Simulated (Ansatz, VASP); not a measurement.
**One calculation of SnSe2, two programs**

File POSCAR:

```
SnSe2
1.0
    3.8388190863      0.0000000000      0.0000000000
   -1.9194095431      3.3245148493      0.0000000000
    0.0000000000      0.0000000000      6.0109858297
Sn Se
1 2
Direct
    0.0000000000      0.0000000000      0.0000000000
    0.3333333333      0.6666666667      0.2651136447
    0.6666666667      0.3333333333      0.7348863553
```

INCAR.step1

```
SYSTEM = SnSe2
PREC = Accurate
ENCUT = 520
ISMEAR = 0
SIGMA = 0.02
LREAL = .False.
LASPH = .True.
NELM = 60
NBANDS = 20
GGA = PE
ALGO = Normal
EDIFF = 1E-4
LWAVE = .True.
LCHARG = .False.
```

INCAR.step2

```
SYSTEM = SnSe2
PREC = Accurate
ENCUT = 520
EDIFF = 1E-6
ISMEAR = 0
SIGMA = 0.02
LREAL = .False.
LASPH = .True.
NELM = 60
ALGO = Normal
ISIF = 2
LWAVE = .False.
LCHARG = .False.
METAGGA = R2SCAN
LMIXTAU = .True.
NBANDS = 20
ISTART = 1
```

File KPOINTS:

```
regular mesh
0
Gamma
  12 12 6
  0 0 0
```

Input for Ansatz:

```yaml
crystal:
  lattice:
    - [3.8388190863, 0.0, 0.0]
    - [-1.9194095431, 3.3245148493, 0.0]
    - [0.0, 0.0, 6.0109858297]
  atoms:
    - { symbol: Sn, position: [0.0, 0.0, 0.0] }
    - { symbol: Se, position: [0.3333333333, 0.6666666667, 0.2651136447] }
    - { symbol: Se, position: [0.6666666667, 0.3333333333, 0.7348863553] }
basis:
  ecutwfc: 500
kpoints:
  mp_grid: { grid: [12, 12, 6] }
  band_path:
    path:
      - [[0.0, 0.0, 0.0], [0.5, 0.0, 0.0], [0.33333333, 0.33333333, 0.0], [0.0, 0.0, 0.0], [0.0, 0.0, 0.5], [0.5, 0.0, 0.5], [0.33333333, 0.33333333, 0.5], [0.0, 0.0, 0.5]]
      - [[0.5, 0.0, 0.5], [0.5, 0.0, 0.0]]
      - [[0.33333333, 0.33333333, 0.5], [0.33333333, 0.33333333, 0.0]]
    npoints: 14
hamiltonian:
  xc: r2scan
scf:
  occupations: { method: gaussian, width: 0.02 }
  n_extra_bands: 7
output:
  forces: true
  stress: true
  eigenvalues: true
  populations: true
  dos: { projected: true, de: 0.02, nscf_kmesh: { grid: [18, 18, 9] } }
  bader: true
```

Alike in both runs: task single point; functional r2SCAN; k mesh 12 × 12 × 6; occupations gaussian, width 0.02 eV; no spin polarisation.

|  | VASP | Ansatz |
| --- | --- | --- |
| version | VASP 6.6.1 | Ansatz 0.2.0 |
| potentials or method | VASP PAW PBE potentials, release 64 (Sn_d, Se), cutoff 520 eV | scalar-relativistic, plane waves, PAW |
| valence electrons in the cell | 26 | 46 |

VASP gave:

| Quantity | Value |
| --- | --- |
| gap on the k mesh at the Fermi level (eV) | 0.63 |
| least direct gap on the mesh (eV) | 1.22 |
| pressure (GPa) | 0.5 |
| rms of the force components (eV/Å) | 0.149 |

Q: What did Ansatz give for the same quantities?

A: gap on the k mesh at the Fermi level (eV): 0.63; least direct gap on the mesh (eV): 1.23; pressure (GPa): 0.4; rms of the force components (eV/Å): 0.155.

VASP's potentials were made for PBE, not for r2SCAN. Atom by atom the forces differ by 0.006 eV/Å (rms over components). VASP's potentials hold 26 valence electrons a cell and Ansatz's 46, so a difference there can come from the potentials and not from the codes.
